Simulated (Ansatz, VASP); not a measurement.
# SnTe: VASP beside Ansatz

INCAR

```
PREC = Accurate ; ENCUT = 520
EDIFF = 1E-7 ; ISMEAR = 0
SIGMA = 0.03 ; LREAL = F
LASPH = T ; NELM = 100
ALGO = Normal ; ISIF = 2
LWAVE = F ; LCHARG = T
GGA = PE ; LELF = T
LVHAR = T ; NBANDS = 17
```

File KPOINTS:

```
Automatic mesh
0
Gamma
  10 10 10
```

POSCAR

```
SnTe
1.0
    0.0000000000      3.2038475000      3.1565000000
    3.2038475000      0.0000000000      3.1565000000
    3.2038475000      3.2038475000      0.0000000000
Sn Te
1 1
Direct
    0.0000000000      0.0000000000      0.0000000000
    0.5000000000      0.5000000000      0.5000000000
```

Input for Ansatz:

```yaml
crystal:
  lattice:
    - [0.0, 3.2038475, 3.1565]
    - [3.2038475, 0.0, 3.1565]
    - [3.2038475, 3.2038475, 0.0]
  atoms:
    - { symbol: Sn, position: [0.0, 0.0, 0.0] }
    - { symbol: Te, position: [0.5, 0.5, 0.5] }
basis:
  ecutwfc: 420
kpoints:
  mp_grid: { grid: [10, 10, 10] }
hamiltonian:
  xc: pbe
scf:
  occupations: { method: gaussian, width: 0.03 }
output:
  forces: true
  stress: true
  eigenvalues: true
```

Change from the starting cell: strain +0.015 along x and y, +0.000 along z, atoms carried along.

Alike in both runs: task single point; functional PBE; k mesh 10 × 10 × 10; occupations gaussian, width 0.03 eV; no spin polarisation.

|  | VASP | Ansatz |
| --- | --- | --- |
| version | VASP 6.6.1 | Ansatz 0.2.0 |
| potentials or method | VASP PAW PBE potentials, release 64 (Sn_d, Te), cutoff 520 eV | scalar-relativistic, plane waves, PAW |
| valence electrons in the cell | 20 | 30 |

```tsv
	VASP	Ansatz	Ansatz less VASP
pressure (GPa)	0.7	0.7	+0.02
traceless stress, the component that is largest in VASP (GPa)	1.21	1.21	-0.002
```

VASP's potentials hold 20 valence electrons a cell and Ansatz's 30, so a difference there can come from the potentials and not from the codes.

Spin-orbit coupling is off throughout.
